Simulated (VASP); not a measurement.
Wanted: the native input for a VASP 6.6.1 run.

```
Task                   : relaxation of cell and atoms
Functional             : BLYP
Potentials or basis    : VASP PAW PBE potentials, release 64 (Ta_pv, Cu)
Cutoff                 : 600 eV
k mesh                 : 9 × 9 × 9
Occupations            : fermi-dirac, width 0.05 eV
Spin                   : no spin polarisation
Dipole correction      : no
Further INCAR settings : ALGO = Fast; EDIFF = 1e-06; IBRION = 2; EDIFFG = -0.01; NSW = 60; ISIF = 3
```

The structure of Ta3Cu lies in POSCAR:

```
Ta3Cu
1.0
   -2.0065070000      2.0065070000      4.2081700000
    2.0065070000     -2.0065070000      4.2081700000
    2.0065070000      2.0065070000     -4.2081700000
Ta Cu
3 1
Direct
    0.5000000000      0.5000000000      0.0000000000
    0.2500000000      0.7500000000      0.5000000000
    0.7500000000      0.2500000000      0.5000000000
    0.0000000000      0.0000000000      0.0000000000
```

These files were run (other wordings do the same):

INCAR

```
AGGAC = 1.0
AGGAX = 1.0
ALDAC = 0.0
ALDAX = 1.0
ALGO = Fast
EDIFF = 1E-6
EDIFFG = -0.01
ENCUT = 600
GGA = B5
IBRION = 2
ISIF = 3
ISMEAR = -1
LASPH = True
LCHARG = False
LREAL = False
LWAVE = False
NELM = 80
NSW = 60
PREC = Accurate
SIGMA = 0.05
```

KPOINTS

```
k-points
0
Gamma
  9 9 9
```

Potentials or basis: VASP PAW PBE potentials, release 64 (Ta_pv, Cu).

The run is started by

```sh
$ cat potpaw_PBE.64/Ta_pv/POTCAR potpaw_PBE.64/Cu/POTCAR > POTCAR
$ mpirun -np 1 vasp_std > vasp.out
```

It gave:

The relaxed volume is 17.68 Å³/atom and the relaxed cell is a = 5.132 Å, b = 5.132 Å, c = 5.132 Å, α = 133.12°, β = 133.12°, γ = 68.46°. The space group after relaxing (to 0.1 Å) is I4/mmm (No. 139) and the energy gained by relaxing is 17.5 meV/atom. The ionic steps are 7 and the pressure after relaxing is 0.0 GPa. The band gap on the k mesh is zero (bands 22 and 23 overlap by 1.27 eV).

Caveat: the PAW data sets were made with another functional, which shifts forces and pressure a little; spin-orbit coupling is left out, which moves the levels of the heavy elements.

Run time: 69 min on 1 thread of Intel Xeon 8259CL, on a shared host, peak memory 0.38 GiB.
